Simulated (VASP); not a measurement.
# Sn (I4/mmm) in VASP: single point with PBEsol

Aim: the single point of Sn with PBEsol.

Everything below comes from runs of VASP 6.6.1. Logs are shortened: lines on timing, memory, paths and dates and some standing lists are left out, and cuts for length are marked.

### Step 1. The cell of the first run

Symmetry: I4/mmm, No. 139, tetragonal system. Conventional cell: a = 4.145 Å, b = 4.145 Å, c = 8.731 Å, α = 90.00°, β = 90.00°, γ = 90.00°. Sn (site symmetry 4/mmm) has 12 Sn at 4.14 to 5.26 Å within 5.4 Å.

### Step 2. Single point, PBEsol

INCAR

```
SYSTEM = Sn
  PREC = Accurate
  ENCUT = 520
  EDIFF = 1E-6
  ISMEAR = 0
  SIGMA = 0.1
  LREAL = .False.
  LASPH = .True.
  NELM = 60
  ALGO = Normal
  ISIF = 2
  LWAVE = .False.
  LCHARG = .True.
  GGA = PS
  LELF = .True.
  LVHAR = .True.
  NBANDS = 13
```

KPOINTS

```
Automatic mesh
0
Gamma
  8 8 8
  0 0 0
```

POSCAR

```
Sn
1.0
   -2.0723730000      2.0723730000      4.3653110000
    2.0723730000     -2.0723730000      4.3653110000
    2.0723730000      2.0723730000     -4.3653110000
Sn
1
Direct
    0.0000000000      0.0000000000      0.0000000000
```

Potentials or basis: VASP PAW PBE potentials, release 64 (Sn_d).

Run with:

```bash
cat potpaw_PBE.64/Sn_d/POTCAR > POTCAR
mpirun -np 1 vasp_std > vasp.out
```

OUTCAR:

```text
SYSTEM = Sn
   PREC = Accurate
   ENCUT = 520
   EDIFF = 1E-6
   ISMEAR = 0
   LREAL = .False.
   LASPH = .True.
   NELM = 60
   ISIF = 2
   GGA = PS

 ion  position               nearest neighbor table
   1  0.000  0.000  0.000-

  LATTYP: Found a body centered tetragonal cell.
 ALAT       =     4.1447460000
 C/A-ratio  =     2.1064311299

  Lattice vectors:

 A1 = (  -2.0723730000,   2.0723730000,   4.3653110000)
 A2 = (   2.0723730000,  -2.0723730000,   4.3653110000)
 A3 = (   2.0723730000,   2.0723730000,  -4.3653110000)

Analysis of symmetry for initial positions (statically):
=====================================================================
 Subroutine PRICEL returns:
 Original cell was already a primitive cell.

 Routine SETGRP: Setting up the symmetry group for a
 body centered tetragonal supercell.

 Subroutine GETGRP returns: Found 16 space group operations
 (whereof 16 operations were pure point group operations)
 out of a pool of 16 trial point group operations.

The static configuration has the point symmetry D_4h.

Analysis of symmetry for dynamics (positions and initial velocities):
=====================================================================
 Subroutine PRICEL returns:
 Original cell was already a primitive cell.

 Routine SETGRP: Setting up the symmetry group for a
 body centered tetragonal supercell.

 Subroutine GETGRP returns: Found 16 space group operations
 (whereof 16 operations were pure point group operations)
 out of a pool of 16 trial point group operations.

The dynamic configuration has the point symmetry D_4h.

 Subroutine INISYM returns: Found 16 space group operations
 (whereof 16 operations are pure point group operations),
 and found     1 'primitive' translations

----------------------------------------------------------------------------------------

                                     Primitive cell

  volume of cell :      74.9913

  direct lattice vectors                    reciprocal lattice vectors
    -2.072373000  2.072373000  4.365311000     0.000000000  0.241269308  0.114539376
     2.072373000 -2.072373000  4.365311000     0.241269308  0.000000000  0.114539376
     2.072373000  2.072373000 -4.365311000     0.241269308  0.241269308  0.000000000

  length of vectors
     5.257889294  5.257889294  5.257889294     0.267077045  0.267077045  0.341206328

  position of ions in fractional coordinates (direct lattice)
     0.000000000  0.000000000  0.000000000

[... 76 lines left out ...]
   LREAL  =      F    real-space projection
   EDIFFG = 0.1E-04   stopping-criterion for IOM
   NSW    =      0    number of steps for IOM
   IBRION =     -1    ionic relax: 0-MD 1-quasi-New 2-CG
   NFREE  =      0    steps in history (QN), initial steepest desc. (CG)
   ISIF   =      2    stress and relaxation
   ISYM   =      2    0-nonsym 1-usesym 2-fastsym
   POTIM  = 0.5000    time-step for ionic-motion
   TEBEG  =    0.0;   TEEND  =   0.0 temperature during run
   PSTRESS=    0.0 pullay stress
   NELECT =      14.0000    total number of electrons
   NUPDOWN=      -1.0000    fix difference up-down
   EMIN   =  10.00;   EMAX   =-10.00  energy-range for DOS
   EFERMI =   0.00;   METHOD = LEGACY
   ISMEAR =     0;   SIGMA  =   0.10  broadening in eV -4-tet -1-fermi 0-gaus
   EFERMI_NEDOS =   21; number of points for ismear=-14 and -15
   IALGO  =     38    algorithm
   IMIX   =      4    mixing-type and parameters
     AMIX     =   0.40;   BMIX     =  1.00
     AMIX_MAG =   1.60;   BMIX_MAG =  1.00
  volume/ion in A,a.u.               =      74.99       506.07
  Fermi-wavevector in a.u.,A,eV,Ry     =   0.935651  1.768124 11.911119  0.875443
  Thomas-Fermi vector in A             =   2.062580
   LORBIT       =      0    0 simple, 1 ext, 2 COOP (PROOUT), +10 PAW based schemes
   GGA     = PS    functional components
   LHFCALC =     F    Hartree Fock is set to
   AEXX    =    0.0000 exact exchange contribution
   IVDW    =     0    specifies the selected vdW correction
   LEPSILON=     F    determine dielectric tensor
   LRPA    =     F    only Hartree local field effects (RPA)
 non-spin polarized calculation
 Gauss-broadening in eV      SIGMA  =   0.10
  energy-cutoff  :      520.00
  volume of cell :       74.99
 maximum number of plane-waves:      2033
   NGX = 19   NGY = 19   NGZ = 19

 number of electron      14.0000002 magnetization

 Free energy of the ion-electron system (eV)
  ---------------------------------------------------
  ext. energy  EPLUGINS =         0.00000000
  ---------------------------------------------------
  free energy    TOTEN  =        -2.22017364 eV

  energy without entropy =       -2.21193613  energy(sigma->0) =       -2.21605489

 E-fermi :   0.3059     XC(G=0):  -6.4709

 val. band max:        0.2932239470   @ k =  -0.3750   0.3750   0.3750
 cond. band min:       0.3106111328   @ k =   0.5000   0.2500   0.1250
 fundamental gap:      0.0173871858
 Fermi energy:         0.3058837744

 k-point     1 :       0.0000    0.0000    0.0000
  band No.  band energies     occupation
      1     -21.5911      2.00000
      2     -21.5611      2.00000
      3     -21.5611      2.00000
      4     -21.4995      2.00000
      5     -21.4855      2.00000
      6      -6.9805      2.00000
      7       1.4191      0.00000
      8       2.8083      0.00000
      9       2.8083      0.00000
     10       4.2353      0.00000
     11       7.1367      0.00000
     12       7.3053      0.00000
     13       9.0835      0.00000
[... 354 lines left out ...]
  band No.  band energies     occupation
      1     -21.5848      2.00000
      2     -21.5646      2.00000
      3     -21.5624      2.00000
      4     -21.4914      2.00000
      5     -21.4815      2.00000
      6      -5.8824      2.00000
      7      -0.6947      2.00000
      8       1.1745      0.00000
      9       1.2528      0.00000
     10       5.0927      0.00000
     11       5.8695      0.00000
     12       7.7297      0.00000
     13       9.1912      0.00000

 [... further k-points ...]
[... 5 lines left out ...]
  --------------------------------------------------------------------------------------
  -------------------------------------------------------------------------------------
  Total       -2.7304614     -2.7304614     -1.6636096      0.0000000     -0.0000000      0.0000000
  in kB      -58.3358590    -58.3358590    -35.5427461      0.0000000     -0.0000000      0.0000000
  external PRESSURE =     -50.7381547 kB  Pullay stress =       0.0000000 kB

 VOLUME and BASIS-vectors are now :
 -----------------------------------------------------------------------------
  energy-cutoff  :      520.00
  volume of cell :       74.99
      direct lattice vectors                 reciprocal lattice vectors
    -2.072373000  2.072373000  4.365311000     0.000000000  0.241269308  0.114539376
     2.072373000 -2.072373000  4.365311000     0.241269308  0.000000000  0.114539376
     2.072373000  2.072373000 -4.365311000     0.241269308  0.241269308  0.000000000

 POSITION                                       TOTAL-FORCE (eV/Angst)
 -----------------------------------------------------------------------------------
      0.00000      0.00000      0.00000         0.000000      0.000000     -0.000000
 -----------------------------------------------------------------------------------
    total drift:                                0.000000      0.000000     -0.000000

  FREE ENERGIE OF THE ION-ELECTRON SYSTEM (eV)
  ---------------------------------------------------
  free  energy   TOTEN  =        -2.2201736415 eV

  energy  without entropy=       -2.2119361325  energy(sigma->0) =       -2.21605489
```

OSZICAR:

```text
N       E                     dE             d eps       ncg     rms          rms(c)
DAV:   1     0.766657413799E+02    0.76666E+02   -0.69634E+03  1539   0.109E+03
DAV:   2     0.377194259894E+01   -0.72894E+02   -0.71681E+02  1604   0.276E+02
DAV:   3    -0.205850853228E+01   -0.58305E+01   -0.58085E+01  1879   0.761E+01
DAV:   4    -0.222855225767E+01   -0.17004E+00   -0.16999E+00  1778   0.137E+01
DAV:   5    -0.223645016694E+01   -0.78979E-02   -0.78977E-02  2182   0.285E+00    0.657E-01
DAV:   6    -0.222282134837E+01    0.13629E-01   -0.20110E-02  1874   0.163E+00    0.393E-01
DAV:   7    -0.221973491895E+01    0.30864E-02   -0.23888E-02  1854   0.132E+00    0.973E-02
DAV:   8    -0.222008106737E+01   -0.34615E-03   -0.22582E-03  1902   0.723E-01    0.392E-02
DAV:   9    -0.222017638597E+01   -0.95319E-04   -0.23533E-04  1934   0.166E-01    0.115E-02
DAV:  10    -0.222017261931E+01    0.37667E-05   -0.38453E-05  1879   0.909E-02    0.281E-03
DAV:  11    -0.222017369211E+01   -0.10728E-05   -0.18828E-06  1741   0.116E-02    0.775E-04
DAV:  12    -0.222017364153E+01    0.50575E-07   -0.97908E-08  1022   0.341E-03
   1 F= -.22201736E+01 E0= -.22160549E+01  d E =-.823751E-02
```

stdout:

```text
POSCAR found type information on POSCAR Sn
 POSCAR found :  1 types and       1 ions
 scaLAPACK will be used
 -----------------------------------------------------------------------------
|                                                                             |
|                                                                             |
|     You enforced a specific xc type in the INCAR file but a different       |
|     I HOPE YOU KNOW WHAT YOU ARE DOING!                                     |
|                                                                             |
 -----------------------------------------------------------------------------

 LDA part: xc-table for (Slater+PW92), standard interpolation
 POSCAR, INCAR and KPOINTS ok, starting setup
 FFT: planning ... GRIDC
 FFT: planning ... GRID_SOFT
 FFT: planning ... GRID
 WAVECAR not read
 entering main loop
```

It used 51 s of CPU time on 1 thread of Intel Xeon 6975P-C (shared host).

Results:

```yaml
Free_energy: -2.2202 eV
Pressure: -5.1 GPa
Band_gap_on_the_k_mesh: zero (band 7 reaches 1.46 eV, above the bottom of band 8 at -0.15 eV)
```

Stress tensor (GPa, compression positive):
```
-5.83  0.00  0.00
 0.00 -5.83  0.00
 0.00  0.00 -3.55
```

Levels at points of the mesh, in eV from the Fermi level:
```csv
k point,band 5,band 6,band 7,band 8,band 9,band 10
"(0.00, 0.00, 0.00)",-21.79,-7.29,1.11,2.50,2.50,3.93
"(0.50, 0.00, 0.00)",-21.79,-6.46,-1.38,0.72,2.87,4.19
"(0.50, 0.50, 0.00)",-21.78,-5.84,-0.70,-0.15,1.15,3.88
"(0.50, 0.50, 0.50)",-21.79,-6.93,-1.30,2.12,2.12,5.21
```

Caveat: the PAW data sets were made with another functional, which shifts forces and pressure a little; spin-orbit coupling is left out, which moves the levels of the heavy elements.
